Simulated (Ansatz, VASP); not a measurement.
**HPbNO4: VASP beside Ansatz**

```
H Pb N O
1.0
     4.19923    0.11117    0.16817
     1.91600    3.89132    0.12568
     1.76085    1.25259    6.37266
H Pb N O
1 1 1 4
Cartesian
  6.1559 3.5396 4.2374
  3.9410 4.7367 5.7714
  2.1622 1.5295 2.0021
  6.1170 3.6060 5.2180
  2.2525 1.0554 0.8130
  2.1821 0.7481 2.9790
  2.0545 2.7723 2.1460
```

Alike in both runs: task single point; functional B3LYP; k mesh 3 × 3 × 2; occupations fermi-dirac, width 0.05 eV; no spin polarisation.

|  | VASP | Ansatz |
| --- | --- | --- |
| version | VASP 6.6.1 | Ansatz 0.2.0 |
| potentials or method | VASP PAW PBE potentials, release 64 (H, Pb_d, N, O) | Ansatz PAW soft_1 |
| plane-wave cutoff (eV) | 520 | 420 |
| valence electrons in the cell | 44 | 44 |

|  | VASP | Ansatz | Ansatz less VASP |
| --- | --- | --- | --- |
| gap on the k mesh at the Fermi level (eV) | 4.45 | 4.48 | +0.027 |
| least direct gap on the mesh (eV) | 4.45 | 4.48 | +0.027 |
| pressure (GPa) | -0.9 | -2.0 | -1.03 |
| traceless stress, the component that is largest in VASP (GPa) | 0.83 | 2.11 | +1.288 |
| rms of the force components (eV/Å) | 0.198 | 0.424 | +0.2261 |

VASP's potentials were made for PBE, not for B3LYP. Atom by atom the forces differ by 0.239 eV/Å (rms over components). One of these differences is far larger than is usual between the two programs; its cause wasn't traced.

The k mesh is coarse, so the values compare programs but aren't converged. Spin-orbit coupling is off throughout. Noted on VASP's run: the standard files for N, O and F lose accuracy on very short bonds. Noted on Ansatz's run: odd divisions of the mesh miss points on the zone boundary, where band edges often lie, so the gap on the mesh can be too wide.
